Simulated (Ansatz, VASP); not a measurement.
**Se in VASP and in Ansatz**

POSCAR

```
Se
1.0
    4.4518335053      0.0000000000      0.0000000000
   -2.2259167526      3.8554009090      0.0000000000
    0.0000000000      0.0000000000      5.0507540772
Se
3
Direct
    0.7746000000      0.7746000000      0.0000000000
    0.0000000000      0.2254000000      0.6666666667
    0.2254000000      0.0000000000      0.3333333333
```

The input INCAR.step1:

```
SYSTEM = Se
PREC = Accurate
ENCUT = 520
ISMEAR = -1
SIGMA = 0.05
LREAL = .FALSE.
LASPH = .TRUE.
NELM = 80
NBANDS = 16
GGA = PE
ALGO = Normal
EDIFF = 1E-4
LWAVE = .TRUE.
LCHARG = .FALSE.
```

File INCAR.step2:

```
SYSTEM = Se
PREC = Accurate
ENCUT = 520
EDIFF = 1E-7
ISMEAR = -1
SIGMA = 0.05
LREAL = .FALSE.
LASPH = .TRUE.
NELM = 80
ALGO = Normal
ISIF = 2
LWAVE = .FALSE.
LCHARG = .FALSE.
METAGGA = R2SCAN
LMIXTAU = .TRUE.
IVDW = 12
VDW_S6 = 1.0
VDW_S8 = 0.78981345
VDW_A1 = 0.49484001
VDW_A2 = 5.73083694
NBANDS = 16
ISTART = 1
```

The input KPOINTS:

```
Automatic mesh
0
G
  7 7 6
  0 0 0
```

File input.yaml:

```yaml
crystal:
  lattice:
    - [4.4518335053, 0.0, 0.0]
    - [-2.2259167526, 3.855400909, 0.0]
    - [0.0, 0.0, 5.0507540772]
  atoms:
    - { symbol: Se, position: [0.7746, 0.7746, 0.0] }
    - { symbol: Se, position: [0.0, 0.2254, 0.6666666667] }
    - { symbol: Se, position: [0.2254, 0.0, 0.3333333333] }
hamiltonian:
  xc: r2scan
  pseudopotentials: { kind: paw }
  dispersion: d3bj
kpoints:
  mp_grid: { grid: [7, 7, 6] }
scf:
  occupations: { method: fermi_dirac, width: 0.05 }
output:
  forces: true
  stress: true
  eigenvalues: true
```

Alike in both runs: task single point; functional r2SCAN; dispersion D3(BJ); k mesh 7 × 7 × 6; occupations fermi-dirac, width 0.05 eV; no spin polarisation.

|  | VASP | Ansatz |
| --- | --- | --- |
| version | VASP 6.6.1 | Ansatz 0.2.0 |
| potentials or method | VASP PAW PBE potentials, release 64 (Se) | Ansatz PAW |
| plane-wave cutoff (eV) | 520 | 500 |
| valence electrons in the cell | 18 | 48 |

Ansatz gave:

| Quantity | Value |
| --- | --- |
| gap on the k mesh at the Fermi level (eV) | 1.38 |
| least direct gap on the mesh (eV) | 1.62 |
| pressure (GPa) | -2.6 |
| traceless stress, the component that is largest in VASP (GPa) | -0.58 |
| rms of the force components (eV/Å) | 0.283 |

Question: What did VASP give for the same quantities?

Answer: gap on the k mesh at the Fermi level (eV): 1.37; least direct gap on the mesh (eV): 1.61; pressure (GPa): -2.6; traceless stress, the component that is largest in VASP (GPa): -0.59; rms of the force components (eV/Å): 0.283.

VASP's potentials were made for PBE, not for r2SCAN. Atom by atom the forces differ by 0.000 eV/Å (rms over components). VASP's potentials hold 18 valence electrons a cell and Ansatz's 48, so a difference there can come from the potentials and not from the codes.

Noted on Ansatz's run: odd divisions of the mesh miss points on the zone boundary, where band edges often lie, so the gap on the mesh can be too wide.
